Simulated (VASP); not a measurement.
# AlGa3N4 (P-43m) in VASP: notebook, part 2 of 2

VASP 6.6.1. The steps go on from the part before.

## (4) Relaxation of the atoms, PBEsol (volume scaled by 0.98)

The input, INCAR:

```
ALGO = Normal
EDIFF = 1E-6
EDIFFG = -0.001
ENCUT = 520
GGA = PS
IBRION = 2
ISIF = 2
ISMEAR = 0
LASPH = True
LCHARG = False
LREAL = False
LWAVE = False
NELM = 80
NSW = 80
PREC = Accurate
SIGMA = 0.01
```

The input, KPOINTS:

```
k-points
0
Gamma
  6 6 6
```

The input, POSCAR:

```
AlGa3N4
1.0
    4.4375877940      0.0000000000      0.0000000000
    0.0000000000      4.4375877940      0.0000000000
    0.0000000000      0.0000000000      4.4375877940
Al Ga N
1 3 4
Direct
    0.0000000000      0.0000000000      0.0000000000
    0.5000000000      0.5000000000      0.0000000000
    0.5000000000      0.0000000000      0.5000000000
    0.0000000000      0.5000000000      0.5000000000
    0.7550308532      0.7550308532      0.2449691468
    0.7550308532      0.2449691468      0.7550308532
    0.2449691468      0.7550308532      0.7550308532
    0.2449691468      0.2449691468      0.2449691468
```

Potentials or basis: VASP PAW PBE potentials, release 64 (Al, Ga_d, N).

The run is started by

```sh
cat potpaw_PBE.64/Al/POTCAR potpaw_PBE.64/Ga_d/POTCAR potpaw_PBE.64/N/POTCAR > POTCAR
mpirun -np 1 vasp_std > vasp.out
```

OUTCAR:

```text
EDIFF = 1E-6
   EDIFFG = -0.001
   ENCUT = 520
   GGA = PS
   IBRION = 2
   ISIF = 2
   ISMEAR = 0
   LASPH = True
   LREAL = False
   NELM = 80
   NSW = 80
   PREC = Accurate

 ion  position               nearest neighbor table
   1  0.000  0.000  0.000-   5 1.88   6 1.88   7 1.88   8 1.88   3 3.14   4 3.14   2 3.14   3 3.14
                             4 3.14   2 3.14   4 3.14   4 3.14   2 3.14   3 3.14   3 3.14   2 3.14
   2  0.500  0.500  0.000-   5 1.93   6 1.93   7 1.93   8 1.93   1 3.14   1 3.14   1 3.14   1 3.14

   3  0.500  0.000  0.500-   5 1.93   6 1.93   7 1.93   8 1.93   1 3.14   1 3.14   1 3.14   1 3.14

   4  0.000  0.500  0.500-   5 1.93   6 1.93   7 1.93   8 1.93   1 3.14   1 3.14   1 3.14   1 3.14

   5  0.755  0.755  0.245-   1 1.88   2 1.93   3 1.93   4 1.93
   6  0.755  0.245  0.755-   1 1.88   2 1.93   3 1.93   4 1.93
   7  0.245  0.755  0.755-   1 1.88   2 1.93   3 1.93   4 1.93
   8  0.245  0.245  0.245-   1 1.88   2 1.93   3 1.93   4 1.93

  LATTYP: Found a simple cubic cell.
 ALAT       =     4.4375877940

  Lattice vectors:

 A1 = (   4.4375877940,   0.0000000000,   0.0000000000)
 A2 = (   0.0000000000,   4.4375877940,   0.0000000000)
 A3 = (   0.0000000000,   0.0000000000,   4.4375877940)

Analysis of symmetry for initial positions (statically):
=====================================================================
 Subroutine PRICEL returns:
 Original cell was already a primitive cell.

 Routine SETGRP: Setting up the symmetry group for a
 simple cubic supercell.

 Subroutine GETGRP returns: Found 24 space group operations
 (whereof 24 operations were pure point group operations)
 out of a pool of 48 trial point group operations.

The static configuration has the point symmetry T_d .

Analysis of symmetry for dynamics (positions and initial velocities):
=====================================================================
 Subroutine PRICEL returns:
 Original cell was already a primitive cell.

 Routine SETGRP: Setting up the symmetry group for a
 simple cubic supercell.

 Subroutine GETGRP returns: Found 24 space group operations
[... 121 lines left out ...]
   NELECT =      62.0000    total number of electrons
   NUPDOWN=      -1.0000    fix difference up-down
   EMIN   =  10.00;   EMAX   =-10.00  energy-range for DOS
   EFERMI =   0.00;   METHOD = LEGACY
   ISMEAR =     0;   SIGMA  =   0.01  broadening in eV -4-tet -1-fermi 0-gaus
   EFERMI_NEDOS =   21; number of points for ismear=-14 and -15
   IALGO  =     38    algorithm
   IMIX   =      4    mixing-type and parameters
     AMIX     =   0.40;   BMIX     =  1.00
     AMIX_MAG =   1.60;   BMIX_MAG =  1.00
  volume/ion in A,a.u.               =      10.92        73.71
  Fermi-wavevector in a.u.,A,eV,Ry     =   1.460131  2.759247 29.007376  2.131982
  Thomas-Fermi vector in A             =   2.576616
   LORBIT       =      0    0 simple, 1 ext, 2 COOP (PROOUT), +10 PAW based schemes
   GGA     = PS    functional components
   LHFCALC =     F    Hartree Fock is set to
   AEXX    =    0.0000 exact exchange contribution
   IVDW    =     0    specifies the selected vdW correction
   LEPSILON=     F    determine dielectric tensor
   LRPA    =     F    only Hartree local field effects (RPA)
 conjugate gradient relaxation of ions
 non-spin polarized calculation
 Gauss-broadening in eV      SIGMA  =   0.01
  energy-cutoff  :      520.00
  volume of cell :       87.39
 maximum number of plane-waves:      2373
 NGX is ok and might be reduce to    36
   NGX = 17   NGY = 17   NGZ = 17

--------------------------------------- Ionic step        1  -------------------------------------------

 number of electron      61.9999944 magnetization

 Free energy of the ion-electron system (eV)
  ---------------------------------------------------
  ext. energy  EPLUGINS =         0.00000000
  ---------------------------------------------------
  free energy    TOTEN  =       -54.94625988 eV

  energy without entropy =      -54.94625988  energy(sigma->0) =      -54.94625988

------------------------ aborting loop because EDIFF is reached ----------------------------------------

  FORCE on cell =-STRESS in cart. coord.  units (eV):
  Direction    XX          YY          ZZ          XY          YZ          ZX
  --------------------------------------------------------------------------------------
  -------------------------------------------------------------------------------------
  Total        2.1372913      2.1372913      2.1372913      0.0000000     -0.0000000      0.0000000
  in kB       39.1862248     39.1862248     39.1862248      0.0000000     -0.0000000      0.0000000
  external PRESSURE =      39.1862248 kB  Pullay stress =       0.0000000 kB
[... 71 lines left out ...]
--------------------------------------- Ionic step        3  -------------------------------------------

 number of electron      61.9999944 magnetization

 Free energy of the ion-electron system (eV)
  ---------------------------------------------------
  ext. energy  EPLUGINS =         0.00000000
  ---------------------------------------------------
  free energy    TOTEN  =       -54.94626421 eV

  energy without entropy =      -54.94626421  energy(sigma->0) =      -54.94626421

 E-fermi :   5.6097     XC(G=0): -11.8477

 val. band max:        5.5292139348   @ k =   0.0000   0.0000   0.0000
 cond. band min:       7.9795638978   @ k =   0.0000   0.0000   0.0000
 fundamental gap:      2.4503499630
 Fermi energy:         5.6096531457

 k-point     1 :       0.0000    0.0000    0.0000
  band No.  band energies     occupation
      1     -10.3187      2.00000
      2      -8.9322      2.00000
      3      -8.9322      2.00000
      4      -8.9322      2.00000
      5      -7.5940      2.00000
      6      -7.5682      2.00000
[... 824 lines left out ...]
  FREE ENERGIE OF THE ION-ELECTRON SYSTEM (eV)
  ---------------------------------------------------
  free  energy   TOTEN  =       -54.9462642083 eV

  energy  without entropy=      -54.9462642083  energy(sigma->0) =      -54.94626421

 reached required accuracy - stopping structural energy minimisation
```

OSZICAR:

```text
N       E                     dE             d eps       ncg     rms          rms(c)
DAV:   1     0.645624604378E+03    0.64562E+03   -0.28854E+04  1556   0.284E+03
DAV:   2     0.482483873281E+02   -0.59738E+03   -0.57694E+03  1653   0.659E+02
[... 15 lines left out ...]
DAV:   2    -0.549462644133E+02   -0.29479E-05   -0.52026E-05  2018   0.450E-02    0.451E-03
DAV:   3    -0.549462636110E+02    0.80229E-06   -0.21346E-06  1417   0.110E-02
   2 F= -.54946264E+02 E0= -.54946264E+02  d E =-.372877E-05
       N       E                     dE             d eps       ncg     rms          rms(c)
DAV:   1    -0.549462639014E+02    0.51191E-06   -0.15191E-04  1611   0.592E-02    0.166E-03
DAV:   2    -0.549462642083E+02   -0.30695E-06   -0.40504E-06  1629   0.122E-02
   3 F= -.54946264E+02 E0= -.54946264E+02  d E =-.432610E-05
```

CONTCAR:

```text
AlGa3N4
   1.00000000000000
     4.4375877939999997    0.0000000000000000    0.0000000000000000
     0.0000000000000000    4.4375877939999997    0.0000000000000000
     0.0000000000000000    0.0000000000000000    4.4375877939999997
  Al              Ga              N
     1     3     4
Direct
     0.0000000000000000    0.0000000000000000    0.0000000000000000
     0.5000000000000000    0.5000000000000000    0.0000000000000000
     0.5000000000000000    0.0000000000000000    0.5000000000000000
     0.0000000000000000    0.5000000000000000    0.5000000000000000
     0.7549921480284941    0.7549921480284941    0.2450078519715058
     0.7549921480284941    0.2450078519715058    0.7549921480284941
     0.2450078519715058    0.7549921480284941    0.7549921480284941
     0.2450078519715058    0.2450078519715058    0.2450078519715058

  0.00000000E+00  0.00000000E+00  0.00000000E+00
  0.00000000E+00  0.00000000E+00  0.00000000E+00
  0.00000000E+00  0.00000000E+00  0.00000000E+00
  0.00000000E+00  0.00000000E+00  0.00000000E+00
  0.00000000E+00  0.00000000E+00  0.00000000E+00
  0.00000000E+00  0.00000000E+00  0.00000000E+00
  0.00000000E+00  0.00000000E+00  0.00000000E+00
  0.00000000E+00  0.00000000E+00  0.00000000E+00
```

Wall time 80 s (1 thread of Intel Xeon Platinum 8375C at 2.90GHz (Ice Lake), shared host); peak memory 0.23 GiB.

Results:

- Free energy: -54.9463 eV
- Energy gained by relaxing: 0.0 meV/atom
- Ionic steps: 3
- Pressure after relaxing: 3.9 GPa
- Band gap on the k mesh: 2.45 eV, direct

Final structure:
```
Al Ga N
1.0
     4.43759    0.00000    0.00000
     0.00000    4.43759    0.00000
     0.00000    0.00000    4.43759
Al Ga N
1 3 4
Direct
  0.00000 0.00000 0.00000
  0.50000 0.50000 0.00000
  0.50000 0.00000 0.50000
  0.00000 0.50000 0.50000
  0.75499 0.75499 0.24501
  0.75499 0.24501 0.75499
  0.24501 0.75499 0.75499
  0.24501 0.24501 0.24501
```

Levels at points of the mesh, in eV from the valence-band top:
```
           k point  band 28  band 29  band 30  band 31  band 32  band 33  band 34  band 35
(0.00, 0.00, 0.00)    -2.53     0.00     0.00     0.00     2.45     3.35     3.35     3.35
(0.50, 0.00, 0.00)    -1.52    -1.52    -1.22    -1.22     4.93     5.03     6.19     6.19
(0.50, 0.50, 0.00)    -1.01    -0.96    -0.96    -0.64     6.82     7.01     7.01     7.33
(0.50, 0.50, 0.50)    -0.77    -0.70    -0.70    -0.70     5.08     5.08     5.08     6.34
```

Caveat: the PAW data sets were made with another functional, which shifts forces and pressure a little.

## (5) The runs side by side

```tsv
task	cell	cutoff (eV)	smearing	gap on the mesh (eV)	pressure (GPa)
relaxation of cell and atoms	relaxed to 25 GPa from a = 4.310 Å, 8 atoms	600	gaussian 0.02 eV	3.06	25.0
single point	a = 4.468 Å, 8 atoms	520	gaussian 0.05 eV	2.31	-0.2
relaxation of the atoms	atoms relaxed from a = 4.438 Å, 8 atoms	520	gaussian 0.01 eV	2.45	3.9
```

Alike in all rows: level PBEsol; potentials or basis VASP PAW PBE potentials, release 64 (Al, Ga_d, N); no spin polarisation; k mesh 6 × 6 × 6.

Caveats: the PAW data sets were made with another functional, which shifts forces and pressure a little; the cell is relaxed towards a set pressure, so the enthalpy falls and the energy may rise (some runs).

Absolute energies hang on the potentials; compare differences alone.
